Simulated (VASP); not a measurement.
Be: relaxation of cell and atoms with PBEsol

Be:

```
Be
1.0
    -1.26500    1.26500    1.26500
     1.26500   -1.26500    1.26500
     1.26500    1.26500   -1.26500
Be
1
Direct
  0.00000 0.00000 0.00000
```

This isn't the form of Be at room conditions, which is hcp.

```yaml
Program: VASP 6.6.1
Task: relaxation of cell and atoms
Functional: PBEsol
Potentials_or_basis: VASP PAW PBE potentials, release 64 (Be)
Cutoff: 600 eV
k_mesh: 24 × 24 × 24
Occupations: fermi-dirac, width 0.05 eV
Spin: no spin polarisation
Target_pressure: 10 GPa
Dipole_correction: no
Further_INCAR_settings: ALGO = Normal; EDIFF = 1e-07; IBRION = 2; EDIFFG = -0.02; NSW = 80; ISIF = 3
```

```json
{
 "Relaxed volume": "7.25 Å³/atom",
 "Relaxed cell": "a = 2.112 Å, b = 2.112 Å, c = 2.112 Å, α = 109.47°, β = 109.47°, γ = 109.47°",
 "Space group after relaxing (to 0.1 Å)": "Im-3m (No. 229)",
 "Energy change on relaxing (the run minimises the enthalpy)": "+9.8 meV/atom",
 "Ionic steps": "2",
 "Pressure after relaxing": "9.6 GPa",
 "Band gap on the k mesh": "zero (bands 1 and 2 overlap by 5.69 eV)"
}
```

The path:
```
step  energy change (eV)  largest force (eV/Å)  pressure (GPa)  volume (Å³)
   1              0.0000                0.0000           -4.80         8.10
   2              0.0098                0.0000            9.65         7.25
```

Final structure:
```
Be
1.0
    -1.21935    1.21935    1.21935
     1.21935   -1.21935    1.21935
     1.21935    1.21935   -1.21935
Be
1
Direct
  0.00000 0.00000 0.00000
```

Levels at points of the mesh, in eV from the Fermi level:
```tsv
k point	band 1	band 2	band 3	band 4	band 5
(0.00, 0.00, 0.00)	-12.81	20.60	20.60	20.60	32.28
(0.50, 0.00, 0.00)	-5.66	0.56	12.97	16.33	21.34
(0.50, 0.50, 0.50)	4.12	4.12	4.12	10.13	10.13
```

Wall time 25 s on 1 thread of Intel(R) Xeon(R) Platinum 8259CL CPU @ 2.50GHz (Skylake/Cascade Lake) (shared host), peak memory 0.13 GiB.

Caveat: the cell is relaxed towards a set pressure, so the run minimises the enthalpy, not the energy; the PAW data sets were made with another functional, which shifts forces and pressure a little.
